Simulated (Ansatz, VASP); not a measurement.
**Mo in VASP and in Ansatz**

File INCAR:

```
ALGO = Normal
EDIFF = 1E-6
ENCUT = 520
GGA = PS
ISIF = 2
ISMEAR = 0
LASPH = True
LCHARG = True
LELF = True
LREAL = False
LVHAR = True
LWAVE = False
NBANDS = 13
NELM = 80
PREC = Accurate
SIGMA = 0.15
```

The input KPOINTS:

```
k-points
0
Gamma
  18 18 18
```

POSCAR

```
Mo
1.0
    2.6671226373      0.0000000000      0.0000000000
   -1.3335613186      2.3097959589      0.0000000000
    0.0000000000      0.0000000000      2.6190602175
Mo
1
Direct
    0.0000000000      0.0000000000      0.5000000000
```

Input for Ansatz:

```yaml
crystal:
  lattice:
    - [2.6671226373, 0.0, 0.0]
    - [-1.3335613186, 2.3097959589, 0.0]
    - [0.0, 0.0, 2.6190602175]
  atoms:
    - { symbol: Mo, position: [0.0, 0.0, 0.5] }
basis:
  ecutwfc: 420
kpoints:
  mp_grid: { grid: [18, 18, 18] }
hamiltonian:
  xc: pbesol
scf:
  occupations: { method: gaussian, width: 0.15 }
output:
  forces: true
  stress: true
  eigenvalues: true
```

Change from the starting cell: strain -0.025 along x and y, +0.025 along z, atoms carried along.

Alike in both runs: task single point; functional PBEsol; k mesh 18 × 18 × 18; occupations gaussian, width 0.15 eV; no spin polarisation.

```csv
,VASP,Ansatz
version,VASP 6.6.1,Ansatz 0.2.0
potentials or method,"VASP PAW PBE potentials, release 64 (Mo_sv), cutoff 520 eV","scalar-relativistic, plane waves, PAW"
valence electrons in the cell,14,14
```

Ansatz gave:

| Quantity | Value |
| --- | --- |
| gap on the k mesh at the Fermi level (eV) | none |
| pressure (GPa) | 3.1 |
| traceless stress, the component that is largest in VASP (GPa) | -17.11 |

Question: Estimate VASP's values.

Answer: gap on the k mesh at the Fermi level (eV): none; pressure (GPa): 3.6; traceless stress, the component that is largest in VASP (GPa): -17.15.

VASP's potentials were made for PBE, not for PBEsol. A gap of «none» marks a metal or a gap that the smearing closes.
